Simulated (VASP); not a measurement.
Wanted: the native input for a VASP 6.6.1 run.

* Task: electric field gradients
* Functional: LDA
* Potentials or basis: VASP PAW LDA potentials, release 64 (Mg, S)
* Cutoff: 520 eV
* k mesh: 13 × 13 × 13
* Occupations: fermi-dirac, width 0.05 eV
* Spin: no spin polarisation
* Dipole correction: no
* Further INCAR settings: ALGO = Normal; EDIFF = 1e-08; NBANDS = 11

The structure of MgS (zincblende type) lies in POSCAR:

```
MgS
1.0
    0.0000000000      2.8483745724      2.8483745724
    2.8483745724      0.0000000000      2.8483745724
    2.8483745724      2.8483745724      0.0000000000
Mg S
1 1
Direct
    0.0000000000      0.0000000000      0.0000000000
    0.2500000000      0.2500000000      0.2500000000
```

One way to write it, as run:

INCAR

```
ALGO = Normal
EDIFF = 1E-8
ENCUT = 520
GGA = CA
ISIF = 2
ISMEAR = -1
LASPH = True
LCHARG = False
LEFG = True
LREAL = False
LWAVE = False
NBANDS = 11
NELM = 100
PREC = Accurate
SIGMA = 0.05
```

KPOINTS

```
k-points
0
Gamma
  13 13 13
```

Potentials or basis: VASP PAW LDA potentials, release 64 (Mg, S).

Command:

```bash
$ cat potpaw_LDA.64/Mg/POTCAR potpaw_LDA.64/S/POTCAR > POTCAR
$ mpirun -np 1 vasp_std > vasp.out
```

It gave:

| Property | Result |
| --- | --- |
| Pressure | -3.3 GPa |
| Band gap on the k mesh | 3.10 eV, direct |

Caveat: without QUAD_EFG the Cq values of the log hold for a quadrupole moment of 1 mb, not for the nuclei.

Run time: 22 s on 1 thread of Intel(R) Xeon(R) 6975P-C (Granite Rapids), on a shared host, peak memory 0.17 GiB.
